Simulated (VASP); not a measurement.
# Ca (Im-3m) in VASP: further runs

Ca is run at these levels: LDA; tasks: single point, relaxation of cell and atoms.

Program: VASP 6.6.1. These are calculated values, not measurements. Logs are shortened: lines on timing, memory, paths and dates and some standing lists are left out, and cuts for length are marked.

### 1 The cell of the first run

Symmetry: Im-3m, No. 229, cubic system. The conventional cell has a = 4.118 Å, b = 4.118 Å, c = 4.118 Å, α = 90.00°, β = 90.00°, γ = 90.00°. Within 4.7 Å of Ca (site symmetry m-3m) lie 14 Ca at 3.57 to 4.12 Å.

This isn't the form of Ca at room conditions, which is fcc.

### 2 Single point, LDA

INCAR reads:

```
SYSTEM = Ca
PREC = Accurate
ENCUT = 520
EDIFF = 1E-6
ISMEAR = -1
SIGMA = 0.08
LREAL = .FALSE.
LASPH = .TRUE.
NELM = 80
ALGO = Normal
ISIF = 2
LWAVE = .FALSE.
LCHARG = .FALSE.
GGA = CA
NBANDS = 11
```

KPOINTS reads:

```
Automatic mesh
0
G
  13 13 13
  0 0 0
```

POSCAR reads:

```
Ca
1.0
   -2.0590562341      2.0590562341      2.0590562341
    2.0590562341     -2.0590562341      2.0590562341
    2.0590562341      2.0590562341     -2.0590562341
Ca
1
Direct
    0.0000000000      0.0000000000      0.0000000000
```

Potentials or basis: VASP PAW LDA potentials, release 64 (Ca_sv).

On the command line:

```console
$ cat potpaw_LDA.64/Ca_sv/POTCAR > POTCAR
$ mpirun -np 1 vasp_std > vasp.out
```

OUTCAR:

```text
SYSTEM = Ca
   PREC = Accurate
   ENCUT = 520
   EDIFF = 1E-6
   ISMEAR = -1
   LREAL = .FALSE.
   LASPH = .TRUE.
   NELM = 80
   ISIF = 2
   GGA = CA

 ion  position               nearest neighbor table
   1  0.000  0.000  0.000-

  LATTYP: Found a body centered cubic cell.
 ALAT       =     4.1181124682

  Lattice vectors:

 A1 = (  -2.0590562341,   2.0590562341,   2.0590562341)
 A2 = (   2.0590562341,  -2.0590562341,   2.0590562341)
 A3 = (   2.0590562341,   2.0590562341,  -2.0590562341)

Analysis of symmetry for initial positions (statically):
=====================================================================
 Subroutine PRICEL returns:
 Original cell was already a primitive cell.

 Routine SETGRP: Setting up the symmetry group for a
 body centered cubic supercell.

 Subroutine GETGRP returns: Found 48 space group operations
 (whereof 48 operations were pure point group operations)
 out of a pool of 48 trial point group operations.

The static configuration has the point symmetry O_h .

Analysis of symmetry for dynamics (positions and initial velocities):
=====================================================================
 Subroutine PRICEL returns:
 Original cell was already a primitive cell.

 Routine SETGRP: Setting up the symmetry group for a
 body centered cubic supercell.

 Subroutine GETGRP returns: Found 48 space group operations
 (whereof 48 operations were pure point group operations)
 out of a pool of 48 trial point group operations.

The dynamic configuration has the point symmetry O_h .

 Subroutine INISYM returns: Found 48 space group operations
 (whereof 48 operations are pure point group operations),
 and found     1 'primitive' translations

----------------------------------------------------------------------------------------

                                     Primitive cell

  volume of cell :      34.9192

  direct lattice vectors                    reciprocal lattice vectors
    -2.059056234  2.059056234  2.059056234     0.000000000  0.242829696  0.242829696
     2.059056234 -2.059056234  2.059056234     0.242829696  0.000000000  0.242829696
     2.059056234  2.059056234 -2.059056234     0.242829696  0.242829696  0.000000000

  length of vectors
     3.566390013  3.566390013  3.566390013     0.343413050  0.343413050  0.343413050

  position of ions in fractional coordinates (direct lattice)
     0.000000000  0.000000000  0.000000000

  ion indices of the primitive-cell ions
   primitive index   ion index
                 1           1

----------------------------------------------------------------------------------------

 KPOINTS: Automatic mesh

Automatic generation of k-mesh.
 Grid dimensions read from file:
 generate k-points for:   13   13   13

 Generating k-lattice:

  Cartesian coordinates                     Fractional coordinates (reciprocal lattice)
     0.000000000  0.018679207  0.018679207     0.076923077  0.000000000  0.000000000
     0.018679207  0.000000000  0.018679207     0.000000000  0.076923077  0.000000000
     0.018679207  0.018679207  0.000000000     0.000000000  0.000000000  0.076923077

  Length of vectors
     0.026416388  0.026416388  0.026416388

  Shift w.r.t. Gamma in fractional coordinates (k-lattice)
     0.000000000  0.000000000  0.000000000

 Subroutine IBZKPT returns following result:
 ===========================================

 Found     84 irreducible k-points:

 Following reciprocal coordinates:
            Coordinates               Weight
  0.000000  0.000000  0.000000      1.000000
  0.076923  0.000000  0.000000     12.000000
  0.153846  0.000000  0.000000     12.000000
  0.230769  0.000000  0.000000     12.000000
  0.307692  0.000000  0.000000     12.000000
  0.384615  0.000000  0.000000     12.000000
[... 16 lines left out ...]
  0.153846  0.076923  0.076923     24.000000
  0.230769  0.076923  0.076923     24.000000
 [... further k-points ...]
   k-points           NKPTS =     84   k-points in BZ     NKDIM =     84   number of bands    NBANDS=     11
   number of dos      NEDOS =    301   number of ions     NIONS =      1
   total plane-waves  NPLWV =  21952
   dimension x,y,z NGX =    28 NGY =   28 NGZ =   28
   dimension x,y,z NGXF=    56 NGYF=   56 NGZF=   56
   ions per type =               1
   NGX,Y,Z   is equivalent  to a cutoff of  13.05, 13.05, 13.05 a.u.
   NGXF,Y,Z  is equivalent  to a cutoff of  26.10, 26.10, 26.10 a.u.
 SYSTEM =  Ca
   PREC   = accura    normal or accurate (medium, high low for compatibility)
   ISTART =      0    job   : 0-new  1-cont  2-samecut
   ICHARG =      2    charge: 1-file 2-atom 10-const
   ISPIN  =      1    spin polarized calculation?
   LNONCOLLINEAR =      F non collinear calculations
   LSORBIT =      F    spin-orbit coupling
   LASPH  =      T    aspherical Exc in radial PAW
   ENCUT  =  520.0 eV  38.22 Ry    6.18 a.u.   6.63  6.63  6.63*2*pi/ulx,y,z
   NELM   =     80;   NELMIN=  2; NELMDL= -5     # of ELM steps
   EDIFF  = 0.1E-05   stopping-criterion for ELM
   LREAL  =      F    real-space projection
   EDIFFG = 0.1E-04   stopping-criterion for IOM
   NSW    =      0    number of steps for IOM
   IBRION =     -1    ionic relax: 0-MD 1-quasi-New 2-CG
   NFREE  =      0    steps in history (QN), initial steepest desc. (CG)
   ISIF   =      2    stress and relaxation
   ISYM   =      2    0-nonsym 1-usesym 2-fastsym
   POTIM  = 0.5000    time-step for ionic-motion
   TEBEG  =    0.0;   TEEND  =   0.0 temperature during run
   PSTRESS=    0.0 pullay stress
   NELECT =      10.0000    total number of electrons
   NUPDOWN=      -1.0000    fix difference up-down
   EMIN   =  10.00;   EMAX   =-10.00  energy-range for DOS
   EFERMI =   0.00;   METHOD = LEGACY
   ISMEAR =    -1;   SIGMA  =   0.08  broadening in eV -4-tet -1-fermi 0-gaus
   EFERMI_NEDOS =   21; number of points for ismear=-14 and -15
   IALGO  =     38    algorithm
   IMIX   =      4    mixing-type and parameters
     AMIX     =   0.40;   BMIX     =  1.00
     AMIX_MAG =   1.60;   BMIX_MAG =  1.00
  volume/ion in A,a.u.               =      34.92       235.65
  Fermi-wavevector in a.u.,A,eV,Ry     =   1.079079  2.039164 15.842784  1.164412
  Thomas-Fermi vector in A             =   2.215035
   LORBIT       =      0    0 simple, 1 ext, 2 COOP (PROOUT), +10 PAW based schemes
   GGA     = CA    functional components
   LHFCALC =     F    Hartree Fock is set to
   AEXX    =    0.0000 exact exchange contribution
   IVDW    =     0    specifies the selected vdW correction
   LEPSILON=     F    determine dielectric tensor
   LRPA    =     F    only Hartree local field effects (RPA)
 non-spin polarized calculation
  energy-cutoff  :      520.00
  volume of cell :       34.92
 maximum number of plane-waves:       959
   NGX = 13   NGY = 13   NGZ = 13

 number of electron      10.0000002 magnetization

 Free energy of the ion-electron system (eV)
  ---------------------------------------------------
  ext. energy  EPLUGINS =         0.00000000
  ---------------------------------------------------
  free energy    TOTEN  =        -2.19521806 eV

  energy without entropy =       -2.17131151  energy(sigma->0) =       -2.18326478

 E-fermi :   2.6066     XC(G=0):  -8.5968

 val. band max:        2.5934030442   @ k =  -0.4615  -0.4615   0.2308
 cond. band min:       2.6475198206   @ k =  -0.3846  -0.3846   0.0769
 fundamental gap:      0.0541167764
 Fermi energy:         2.6066133187

 k-point     1 :       0.0000    0.0000    0.0000
  band No.  band energies     occupation
      1     -38.5293      2.00000
      2     -19.6938      2.00000
      3     -19.6938      2.00000
      4     -19.6938      2.00000
      5      -1.7549      2.00000
      6       5.0631      0.00000
      7       5.0631      0.00000
      8       5.0631      0.00000
      9       6.3652      0.00000
     10       6.3652      0.00000
     11      13.9086      0.00000

 k-point     2 :       0.0769    0.0000    0.0000
  band No.  band energies     occupation
      1     -38.5272      2.00000
      2     -19.7108      2.00000
      3     -19.6991      2.00000
      4     -19.6938      2.00000
      5      -1.6278      2.00000
      6       4.9808      0.00000
      7       5.0159      0.00000
      8       5.1653      0.00000
      9       6.2636      0.00000
     10       6.3672      0.00000
     11      13.8793      0.00000

 k-point     3 :       0.1538    0.0000    0.0000
  band No.  band energies     occupation
      1     -38.5212      2.00000
      2     -19.7574      2.00000
      3     -19.7139      2.00000
      4     -19.6940      2.00000
      5      -1.2570      2.00000
      6       4.7660      0.00000
      7       4.7988      0.00000
      8       5.4649      0.00000
      9       6.1164      0.00000
     10       6.3821      0.00000
     11      13.4270      0.00000

 k-point     4 :       0.2308    0.0000    0.0000
  band No.  band energies     occupation
      1     -38.5128      2.00000
      2     -19.8223      2.00000
      3     -19.7347      2.00000
      4     -19.6942      2.00000
      5      -0.6752      2.00000
      6       4.3616      0.00000
      7       4.4907      0.00000
      8       5.9387      0.00000
      9       6.1203      0.00000
     10       6.4287      0.00000
     11      12.2690      0.00000
[... 239 lines left out ...]
 k-point    22 :       0.0769    0.0769    0.0769
  band No.  band energies     occupation
      1     -38.5177      2.00000
      2     -19.7897      2.00000
      3     -19.7058      2.00000
      4     -19.7058      2.00000
      5      -1.0176      2.00000
      6       4.5855      0.00000
      7       4.5855      0.00000
      8       5.7437      0.00000
      9       6.2693      0.00000
     10       6.2693      0.00000
     11      13.3386      0.00000

 k-point    23 :       0.1538    0.0769    0.0769
  band No.  band energies     occupation
      1     -38.5101      2.00000
      2     -19.8444      2.00000
      3     -19.7275      2.00000
      4     -19.7071      2.00000
      5      -0.4478      2.00000
      6       4.2006      0.00000
      7       4.2854      0.00000
      8       6.2183      0.00000
      9       6.2560      0.00000
     10       6.4163      0.00000
     11      12.2836      0.00000

 k-point    24 :       0.2308    0.0769    0.0769
  band No.  band energies     occupation
      1     -38.5020      2.00000
      2     -19.8969      2.00000
      3     -19.7553      2.00000
      4     -19.7085      2.00000
      5       0.2761      2.00000
      6       3.7497      0.00000
      7       4.0274      0.00000
      8       6.3035      0.00000
      9       6.5440      0.00000
     10       6.8241      0.00000
     11      10.8430      0.00000

 [... further k-points ...]

------------------------ aborting loop because EDIFF is reached ----------------------------------------

  FORCE on cell =-STRESS in cart. coord.  units (eV):
  Direction    XX          YY          ZZ          XY          YZ          ZX
  --------------------------------------------------------------------------------------
  -------------------------------------------------------------------------------------
  Total        0.3514704      0.3514704      0.3514704     -0.0000000     -0.0000000      0.0000000
  in kB       16.1263000     16.1263000     16.1263000     -0.0000000     -0.0000000      0.0000000
  external PRESSURE =      16.1263000 kB  Pullay stress =       0.0000000 kB

 VOLUME and BASIS-vectors are now :
 -----------------------------------------------------------------------------
  energy-cutoff  :      520.00
  volume of cell :       34.92
      direct lattice vectors                 reciprocal lattice vectors
    -2.059056234  2.059056234  2.059056234     0.000000000  0.242829696  0.242829696
     2.059056234 -2.059056234  2.059056234     0.242829696  0.000000000  0.242829696
     2.059056234  2.059056234 -2.059056234     0.242829696  0.242829696  0.000000000

 POSITION                                       TOTAL-FORCE (eV/Angst)
 -----------------------------------------------------------------------------------
      0.00000      0.00000      0.00000         0.000000      0.000000      0.000000
 -----------------------------------------------------------------------------------
    total drift:                               -0.000000     -0.000000     -0.000000

  FREE ENERGIE OF THE ION-ELECTRON SYSTEM (eV)
  ---------------------------------------------------
  free  energy   TOTEN  =        -2.1952180614 eV

  energy  without entropy=       -2.1713115069  energy(sigma->0) =       -2.18326478
```

It took 10 s on 1 thread of Intel Xeon 6975P-C (Granite Rapids), shared host; peak memory 0.15 GiB.

What came out:

```
Free energy            : -2.1952 eV
Pressure               : 1.6 GPa
Band gap on the k mesh : zero (bands 5 and 6 overlap by 0.46 eV)
```

### 3 Relaxation of cell and atoms, LDA, target pressure 1.6 GPa, at which the enthalpy is minimised

INCAR reads:

```
SYSTEM = Ca
ALGO = Normal ; EDIFF = 1E-6
EDIFFG = -0.005 ; ENCUT = 600
GGA = CA ; IBRION = 2
ISIF = 3 ; ISMEAR = -1
LASPH = .TRUE. ; LCHARG = .FALSE.
LREAL = .FALSE. ; LWAVE = .FALSE.
NELM = 100 ; NSW = 32
PREC = Accurate ; PSTRESS = 16.0
SIGMA = 0.08
```

KPOINTS reads:

```
k-points
0
G
  13 13 13
  0 0 0
```

POSCAR is that of step 2.

Potentials or basis: VASP PAW LDA potentials, release 64 (Ca_sv).

On the command line:

```console
$ cat potpaw_LDA.64/Ca_sv/POTCAR > POTCAR
$ mpirun -np 1 vasp_std > vasp.out
```

It took 9.6 s on 1 thread of Intel Xeon 6975P-C (Granite Rapids), shared host; peak memory 0.16 GiB.

The run converged. Its results:

```
Free energy             : -2.1953 eV
Pressure after relaxing : 1.6 GPa
Band gap on the k mesh  : zero (bands 5 and 6 overlap by 0.46 eV)
```

Final structure:
```cif
data_structure
_symmetry_space_group_name_H-M 'P 1'
_symmetry_Int_Tables_number 1
_cell_length_a 3.5664
_cell_length_b 3.5664
_cell_length_c 3.5664
_cell_angle_alpha 109.471
_cell_angle_beta 109.471
_cell_angle_gamma 109.471
_cell_volume 34.92
loop_
_atom_site_label
_atom_site_type_symbol
_atom_site_fract_x
_atom_site_fract_y
_atom_site_fract_z
_atom_site_occupancy
Ca1 Ca 0.00000 0.00000 0.00000 1
```

Levels at points of the mesh, in eV from the Fermi level:
| k point | band 3 | band 4 | band 5 | band 6 | band 7 | band 8 |
| --- | --- | --- | --- | --- | --- | --- |
| (0.00, 0.00, 0.00) | -22.30 | -22.30 | -4.36 | 2.46 | 2.46 | 2.46 |

Caveat: the relaxation stopped at its first step, so nothing moved; the cell is relaxed towards a set pressure, so the run minimises the enthalpy, not the energy.
